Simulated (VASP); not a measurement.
# Ta6F in VASP: single point with LDA

Aim: the single point of Ta6F with LDA.

Everything below comes from runs of VASP 6.6.1. Logs are shortened: lines on timing, memory, paths and dates and some standing lists are left out, and cuts for length are marked.

### Step 1. The cell of the first run

The cell holds a slab with vacuum, 7 atoms: a = 4.600 Å, b = 4.600 Å, c = 21.402 Å, α = 90.00°, β = 90.00°, γ = 120.00°.

### Step 2. Single point, LDA, collinear spin

INCAR reads:

```
PREC     = Accurate       # precision mode
ENCUT    = 520            # plane-wave cutoff, eV
EDIFF    = 1E-6           # SCF threshold, eV
ISMEAR   = 0              # smearing method
SIGMA    = 0.1            # smearing width, eV
LREAL    = F              # projectors in reciprocal space
LASPH    = T              # aspherical terms in the spheres
NELM     = 150            # most SCF steps
ALGO     = Normal         # electronic algorithm
ISIF     = 2              # what is computed and relaxed
LWAVE    = F              # write WAVECAR
LCHARG   = F              # write CHGCAR
ISPIN    = 2              # spin polarisation
MAGMOM   = 0 0 0 0 0 0 1  # initial moments
LORBIT   = 11             # projections on sites
LMAXMIX  = 4              # l up to which the mixer works
LDIPOL   = T            
IDIPOL   = 3            
DIPOL    = 0.5 0.5 0.319
GGA      = CA             # functional
NBANDS   = 50             # bands
```

KPOINTS reads:

```
regular mesh
0
Gamma
  6 6 1
```

POSCAR reads:

```
Ta6F
1.0
    4.6002247516      0.0000000000      0.0000000000
   -2.3001123758      3.9839114980      0.0000000000
    0.0000000000      0.0000000000     21.4017722141
Ta F
6 1
Direct
    0.6666666667      0.3333333333      0.1869004099
    0.3333333333      0.6666666667      0.2307760729
    0.0000000000      0.0000000000      0.2746517360
    0.6666666667      0.3333333333      0.3157775353
    0.3333333333      0.6666666667      0.3543568624
    0.0000000000      0.0000000000      0.3925736677
    0.7777777778     -0.7777777778      0.4799496094
```

Potentials or basis: VASP PAW LDA potentials, release 64 (Ta_pv, F).

Launch:

```sh
$ cat potpaw_LDA.64/Ta_pv/POTCAR potpaw_LDA.64/F/POTCAR > POTCAR
$ mpirun -np 1 vasp_std > vasp.out
```

OUTCAR:

```text
PREC = Accurate
   ENCUT = 520
   EDIFF = 1E-6
   ISMEAR = 0
   LREAL = F
   LASPH = T
   NELM = 150
   ISIF = 2
   ISPIN = 2
   LORBIT = 11
   GGA = CA

 ion  position               nearest neighbor table
   1  0.667  0.333  0.187-   4 2.76   2 2.82   2 2.82   2 2.82   3 3.25   3 3.25   3 3.25
   2  0.333  0.667  0.231-   5 2.64   1 2.82   1 2.82   3 2.82   1 2.82   3 2.82   3 2.82   4 3.22
                             4 3.22   4 3.22
   3  0.000  0.000  0.275-   6 2.52   4 2.80   4 2.80   4 2.80   2 2.82   2 2.82   2 2.82   5 3.16
                             5 3.16   5 3.16   1 3.25   1 3.25   1 3.25
   4  0.667  0.333  0.316-   1 2.76   5 2.78   5 2.78   5 2.78   3 2.80   3 2.80   3 2.80   6 3.12
                             6 3.12   6 3.12   2 3.22   2 3.22   2 3.22
   5  0.333  0.667  0.354-   2 2.64   6 2.78   6 2.78   6 2.78   4 2.78   4 2.78   4 2.78   3 3.16
                             3 3.16   3 3.16
   6  0.000  0.000  0.393-   3 2.52   7 2.58   5 2.78   5 2.78   5 2.78   4 3.12   4 3.12   4 3.12

   7  0.778  0.222  0.480-   6 2.58

  LATTYP: Found a hexagonal cell.
 ALAT       =     4.6002247516
 C/A-ratio  =     4.6523318685

  Lattice vectors:

 A1 = (   4.6002247516,   0.0000000000,   0.0000000000)
 A2 = (  -2.3001123758,   3.9839114980,   0.0000000000)
 A3 = (   0.0000000000,   0.0000000000,  21.4017722141)

Analysis of symmetry for initial positions (statically):
=====================================================================
 Subroutine PRICEL returns:
 Original cell was already a primitive cell.

 Routine SETGRP: Setting up the symmetry group for a
 hexagonal supercell.

 Subroutine GETGRP returns: Found  2 space group operations
 (whereof  2 operations were pure point group operations)
 out of a pool of 24 trial point group operations.

The static configuration has the point symmetry C_1h.

Analysis of symmetry for dynamics (positions and initial velocities):
=====================================================================
 Subroutine PRICEL returns:
 Original cell was already a primitive cell.

 Routine SETGRP: Setting up the symmetry group for a
 hexagonal supercell.

 Subroutine GETGRP returns: Found  2 space group operations
 (whereof  2 operations were pure point group operations)
 out of a pool of 24 trial point group operations.

The dynamic configuration has the point symmetry C_1h.

Analysis of structural, dynamic, and magnetic symmetry:
=====================================================================
 Subroutine PRICEL returns:
 Original cell was already a primitive cell.

 Routine SETGRP: Setting up the symmetry group for a
 hexagonal supercell.

 Subroutine GETGRP returns: Found  2 space group operations
 (whereof  2 operations were pure point group operations)
 out of a pool of 24 trial point group operations.

The overall configuration has the point symmetry C_1h.

 Subroutine INISYM returns: Found  2 space group operations
 (whereof  2 operations are pure point group operations),
 and found     1 'primitive' translations

----------------------------------------------------------------------------------------

                                     Primitive cell

  volume of cell :     392.2279

  direct lattice vectors                    reciprocal lattice vectors
     4.600224752  0.000000000  0.000000000     0.217380683  0.125504796  0.000000000
    -2.300112376  3.983911498  0.000000000     0.000000000  0.251009592  0.000000000
     0.000000000  0.000000000 21.401772214     0.000000000  0.000000000  0.046725102

  length of vectors
     4.600224752  4.600224752 21.401772214     0.251009592  0.251009592  0.046725102

  position of ions in fractional coordinates (direct lattice)
     0.666666667  0.333333333  0.186900410
     0.333333333  0.666666667  0.230776073
     0.000000000  0.000000000  0.274651736
     0.666666667  0.333333333  0.315777535
     0.333333333  0.666666667  0.354356862
     0.000000000  0.000000000  0.392573668
     0.777777778  0.222222222  0.479949609

  ion indices of the primitive-cell ions
   primitive index   ion index
                 1           1
                 2           2
                 3           3
                 4           4
                 5           5
[... 52 lines left out ...]
 SYSTEM =  unknown system
   PREC   = accura    normal or accurate (medium, high low for compatibility)
   ISTART =      0    job   : 0-new  1-cont  2-samecut
   ICHARG =      2    charge: 1-file 2-atom 10-const
   ISPIN  =      2    spin polarized calculation?
   LNONCOLLINEAR =      F non collinear calculations
   LSORBIT =      F    spin-orbit coupling
   LASPH  =      T    aspherical Exc in radial PAW
   ENCUT  =  520.0 eV  38.22 Ry    6.18 a.u.   8.55  8.55 39.79*2*pi/ulx,y,z
   NELM   =    150;   NELMIN=  2; NELMDL= -5     # of ELM steps
   EDIFF  = 0.1E-05   stopping-criterion for ELM
   LREAL  =      F    real-space projection
   EDIFFG = 0.1E-04   stopping-criterion for IOM
   NSW    =      0    number of steps for IOM
   IBRION =     -1    ionic relax: 0-MD 1-quasi-New 2-CG
   NFREE  =      0    steps in history (QN), initial steepest desc. (CG)
   ISIF   =      2    stress and relaxation
   ISYM   =      2    0-nonsym 1-usesym 2-fastsym
   POTIM  = 0.5000    time-step for ionic-motion
   TEBEG  =    0.0;   TEEND  =   0.0 temperature during run
   PSTRESS=    0.0 pullay stress
   NELECT =      73.0000    total number of electrons
   NUPDOWN=      -1.0000    fix difference up-down
   EMIN   =  10.00;   EMAX   =-10.00  energy-range for DOS
   EFERMI =   0.00;   METHOD = LEGACY
   ISMEAR =     0;   SIGMA  =   0.10  broadening in eV -4-tet -1-fermi 0-gaus
   EFERMI_NEDOS =   21; number of points for ismear=-14 and -15
   IALGO  =     38    algorithm
   IMIX   =      4    mixing-type and parameters
     AMIX     =   0.40;   BMIX     =  1.00
     AMIX_MAG =   1.60;   BMIX_MAG =  1.00
  volume/ion in A,a.u.               =      56.03       378.13
  Fermi-wavevector in a.u.,A,eV,Ry     =   0.934694  1.766316 11.886778  0.873654
  Thomas-Fermi vector in A             =   2.061525
   LORBIT       =     11    0 simple, 1 ext, 2 COOP (PROOUT), +10 PAW based schemes
   GGA     = CA    functional components
   LHFCALC =     F    Hartree Fock is set to
   AEXX    =    0.0000 exact exchange contribution
   IVDW    =     0    specifies the selected vdW correction
   LEPSILON=     F    determine dielectric tensor
   LRPA    =     F    only Hartree local field effects (RPA)
 spin polarized calculation
 Gauss-broadening in eV      SIGMA  =   0.10
  energy-cutoff  :      520.00
  volume of cell :      392.23
 maximum number of plane-waves:     10669
 NGX is ok and might be reduce to    36
   NGX = 17   NGY = 17   NGZ = 79

 dipolmoment           0.000000      0.000000     -0.855913 electrons x Angstroem

 number of electron      73.0000018 magnetization       0.0007681

 dipolmoment           0.000000      0.000000      0.443547 electrons x Angstroem

 Free energy of the ion-electron system (eV)
  ---------------------------------------------------
  ext. energy  EPLUGINS =         0.00000000
  ---------------------------------------------------
  free energy    TOTEN  =       -74.25684280 eV

  energy without entropy =      -74.21583799  energy(sigma->0) =      -74.23634040

 E-fermi :  -2.5468     XC(G=0):  -4.7547

 val. band max:       -2.5480756600   @ k =   0.1667   0.0000   0.0000
 cond. band min:      -2.5309781476   @ k =  -0.1667   0.1667   0.0000
 fundamental gap:      0.0170975124
 Fermi energy:        -2.5468435162

 spin component 1

 k-point     1 :       0.0000    0.0000    0.0000
  band No.  band energies     occupation
      1     -37.0804      1.00000
      2     -36.9176      1.00000
      3     -36.7064      1.00000
      4     -36.6837      1.00000
      5     -36.6673      1.00000
      6     -36.6611      1.00000
[... 652 lines left out ...]
     47       0.2783      0.00000
     48       0.6067      0.00000
 Fermi energy:        -2.5468435162

 spin component 2

 k-point     1 :       0.0000    0.0000    0.0000
  band No.  band energies     occupation
      1     -37.0804      1.00000
      2     -36.9175      1.00000
      3     -36.7064      1.00000
      4     -36.6837      1.00000
      5     -36.6672      1.00000
      6     -36.6611      1.00000
[... 652 lines left out ...]
     47       0.2784      0.00000
     48       0.6067      0.00000
 [bands above 48 left out]

------------------------ aborting loop because EDIFF is reached ----------------------------------------

 vacuum level on the upper side and lower side of the slab       (xc-potential included)         2.129        -2.141

  FORCE on cell =-STRESS in cart. coord.  units (eV):
  Direction    XX          YY          ZZ          XY          YZ          ZX
  --------------------------------------------------------------------------------------
  -------------------------------------------------------------------------------------
  Total       -7.2853553     -5.9193844     -6.4383508      1.1829655     -1.5485340      2.6821395
  in kB      -29.7593093    -24.1795745    -26.2994551      4.8321921     -6.3254709     10.9560367
  external PRESSURE =     -26.7461130 kB  Pullay stress =       0.0000000 kB

 VOLUME and BASIS-vectors are now :
 -----------------------------------------------------------------------------
  energy-cutoff  :      520.00
  volume of cell :      392.23
      direct lattice vectors                 reciprocal lattice vectors
     4.600224752  0.000000000  0.000000000     0.217380683  0.125504796  0.000000000
    -2.300112376  3.983911498  0.000000000     0.000000000  0.251009592  0.000000000
     0.000000000  0.000000000 21.401772214     0.000000000  0.000000000  0.046725102

 POSITION                                       TOTAL-FORCE (eV/Angst)
 -----------------------------------------------------------------------------------
      2.30011      1.32797      4.00000         0.016016     -0.009247      2.317965
     -0.00000      2.65594      4.93902         0.028271     -0.016322     -0.547624
      0.00000      0.00000      5.87803        -0.088027      0.050822     -2.642860
      2.30011      1.32797      6.75820        -0.083222      0.048048     -0.072352
     -0.00000      2.65594      7.58386         0.122220     -0.070564      0.285717
      0.00000      0.00000      8.40177        -1.381457      0.797584      3.152729
      3.06682      0.88531     10.27177         1.386199     -0.800322     -2.493574
 -----------------------------------------------------------------------------------
    total drift:                               -0.000150      0.000086     -0.001921

  FREE ENERGIE OF THE ION-ELECTRON SYSTEM (eV)
  ---------------------------------------------------
  free  energy   TOTEN  =       -74.2568428048 eV

  energy  without entropy=      -74.2158379868  energy(sigma->0) =      -74.23634040

 vacuum level on the upper side and lower side of the slab         5.583         1.202

 total charge

# of ion       s       p       d       tot
------------------------------------------
    1        0.395   6.011   2.428   8.835
    2        0.402   6.110   2.558   9.070
    3        0.390   6.175   2.506   9.071
    4        0.381   6.180   2.454   9.015
    5        0.409   6.119   2.577   9.105
    6        0.399   6.056   2.412   8.868
    7        1.734   4.197   0.000   5.932
--------------------------------------------------
tot          4.110  40.849  14.936  59.894

 magnetization (x)

# of ion       s       p       d       tot
------------------------------------------
    1        0.000   0.000   0.000   0.000
    2        0.000   0.000   0.000   0.000
    3        0.000  -0.000  -0.000  -0.000
    4       -0.000   0.000   0.000   0.000
    5        0.000   0.000  -0.000  -0.000
    6        0.000  -0.000  -0.000  -0.000
    7        0.000   0.000   0.000   0.000
--------------------------------------------------
tot          0.000   0.000   0.000   0.000
```

Wall time 28 min (1 thread of Oxide Virtual Turin-like, shared host); peak memory 0.59 GiB.

What came out:

* Free energy: -74.2568 eV
* Largest force: 3.533 eV/Å
* Net moment: 0.00 μB per cell
* Valence electrons inside the program's atomic spheres: Ta 8.84, 9.07, 9.02, 9.11, 8.87 (each value once); F 5.93

Forces on the atoms (eV/Å):
```
Ta   0.016 -0.009  2.318
Ta   0.028 -0.016 -0.548
Ta  -0.088  0.051 -2.643
Ta  -0.083  0.048 -0.072
Ta   0.122 -0.071  0.286
Ta  -1.381  0.798  3.153
F    1.386 -0.800 -2.494
```

Caveat: spin-orbit coupling is left out, which moves the levels of the heavy elements.
